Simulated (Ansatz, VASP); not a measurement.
# Two plane-wave programs on MoS2

INCAR

```
SYSTEM = MoS2
  PREC = Accurate
  ENCUT = 520
  EDIFF = 1E-7
  ISMEAR = -1
  SIGMA = 0.05
  LREAL = .FALSE.
  LASPH = .TRUE.
  NELM = 80
  ALGO = Normal
  ISIF = 2
  LWAVE = .FALSE.
  LCHARG = .TRUE.
  GGA = B5
  ALDAX = 1.0
  AGGAX = 1.0
  AGGAC = 1.0
  ALDAC = 0.0
  IVDW = 12
  VDW_S6 = 1.0
  VDW_S8 = 2.6996
  VDW_A1 = 0.4298
  VDW_A2 = 4.2359
  LELF = .TRUE.
  LVHAR = .TRUE.
  NBANDS = 20
```

The input KPOINTS:

```
regular mesh
0
G
  9 9 4
  0 0 0
```

POSCAR

```
MoS2
1.0
    3.2488391220      0.0000000000      0.0000000000
   -1.6244195610      2.8135772124      0.0000000000
    0.0000000000      0.0000000000      6.3542790981
Mo S
1 2
Direct
    0.0000000000      0.0000000000      0.5000000000
    0.6666666667      0.3333333333      0.7446806800
    0.3333333333      0.6666666667      0.2553193200
```

File input.yaml:

```yaml
crystal:
  lattice:
    - [3.248839122, 0.0, 0.0]
    - [-1.624419561, 2.8135772124, 0.0]
    - [0.0, 0.0, 6.3542790981]
  atoms:
    - { symbol: Mo, position: [0.0, 0.0, 0.5] }
    - { symbol: S, position: [0.6666666667, 0.3333333333, 0.74468068] }
    - { symbol: S, position: [0.3333333333, 0.6666666667, 0.25531932] }
hamiltonian:
  xc: blyp
  pseudopotentials: { kind: paw }
  dispersion: d3bj
kpoints:
  mp_grid: { grid: [9, 9, 4] }
scf:
  occupations: { method: fermi_dirac, width: 0.05 }
output:
  forces: true
  stress: true
  eigenvalues: true
  write_density: true
  write_potential: true
  elf: true
  volumetric_format: npy
```

Alike in both runs: task single point; functional BLYP; dispersion D3(BJ); k mesh 9 × 9 × 4; occupations fermi-dirac, width 0.05 eV; no spin polarisation.

|  | VASP | Ansatz |
| --- | --- | --- |
| version | VASP 6.6.1 | Ansatz 0.2.0 |
| potentials or method | VASP PAW PBE potentials, release 64 (Mo_sv, S) | Ansatz PAW |
| plane-wave cutoff (eV) | 520 | 420 |
| valence electrons in the cell | 26 | 26 |

|  | VASP | Ansatz | Ansatz less VASP |
| --- | --- | --- | --- |
| gap on the k mesh at the Fermi level (eV) | none | none | - |
| pressure (GPa) | -2.2 | -2.2 | -0.03 |
| traceless stress, the component that is largest in VASP (GPa) | -0.08 | -0.09 | -0.004 |
| rms of the force components (eV/Å) | 0.162 | 0.156 | -0.0062 |

VASP's potentials were made for PBE, not for BLYP. Atom by atom the forces differ by 0.006 eV/Å (rms over components). A gap of «none» marks a metal or a gap that the smearing closes.
